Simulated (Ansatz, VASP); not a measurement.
# BaTe in VASP and in Ansatz

INCAR

```
SYSTEM = BaTe
ALGO = Normal
EDIFF = 1E-6
EDIFFG = -0.005
ENCUT = 600
GGA = PE
IBRION = 2
ISIF = 3
ISMEAR = 0
LASPH = .TRUE.
LCHARG = .FALSE.
LREAL = .FALSE.
LWAVE = .FALSE.
NELM = 60
NSW = 100
PREC = Accurate
SIGMA = 0.02
```

The input KPOINTS:

```
k-points
0
G
  8 8 8
  0 0 0
```

File POSCAR:

```
BaTe
1.0
    0.0000000000      3.5322558740      3.5322558740
    3.5322558740      0.0000000000      3.5322558740
    3.5322558740      3.5322558740      0.0000000000
Ba Te
1 1
Direct
    0.0000000000      0.0000000000      0.0000000000
    0.5000000000      0.5000000000      0.5000000000
```

Input for Ansatz:

```yaml
crystal:
  lattice:
    - [0.0, 3.5322559688, 3.5322559688]
    - [3.5322559688, 0.0, 3.5322559688]
    - [3.5322559688, 3.5322559688, 0.0]
  atoms:
    - { symbol: Ba, position: [0.0, 0.0, 0.0] }
    - { symbol: Te, position: [0.5, 0.5, 0.5] }
basis:
  ecutwfc: 420
kpoints:
  mp_grid: { grid: [8, 8, 8] }
hamiltonian:
  xc: pbe
scf:
  occupations: { method: gaussian, width: 0.02 }
output:
  forces: true
  stress: true
  eigenvalues: true
  write_density: true
  write_potential: true
  elf: true
  volumetric_format: npy
relax:
  adjacent_minimum: "off"
  f_tol: 0.005
  max_steps: 80
  cell: { stress_tol: 0.05 }
```

Alike in both runs: task relaxation of cell and atoms; functional PBE; k mesh 8 × 8 × 8; occupations gaussian, width 0.02 eV; no spin polarisation.

|  | VASP | Ansatz |
| --- | --- | --- |
| version | VASP 6.6.1 | Ansatz 0.2.0 |
| potentials or method | VASP PAW PBE potentials, release 64 (Ba_sv, Te), cutoff 600 eV | scalar-relativistic, plane waves, PAW |
| valence electrons in the cell | 16 | 26 |

|  | VASP | Ansatz | Ansatz less VASP |
| --- | --- | --- | --- |
| gap on the k mesh at the Fermi level, each at its own relaxed structure (eV) | 1.60 | 1.66 | +0.057 |
| relaxed volume (Å³/atom) | 44.52 | 44.07 | -0.451 |
| relaxed cell length with the largest relative difference (Å) | 5.012 | 4.995 | -0.0170 |

VASP's potentials hold 16 valence electrons a cell and Ansatz's 26, so a difference there can come from the potentials and not from the codes.

Neither program's run includes spin-orbit coupling.
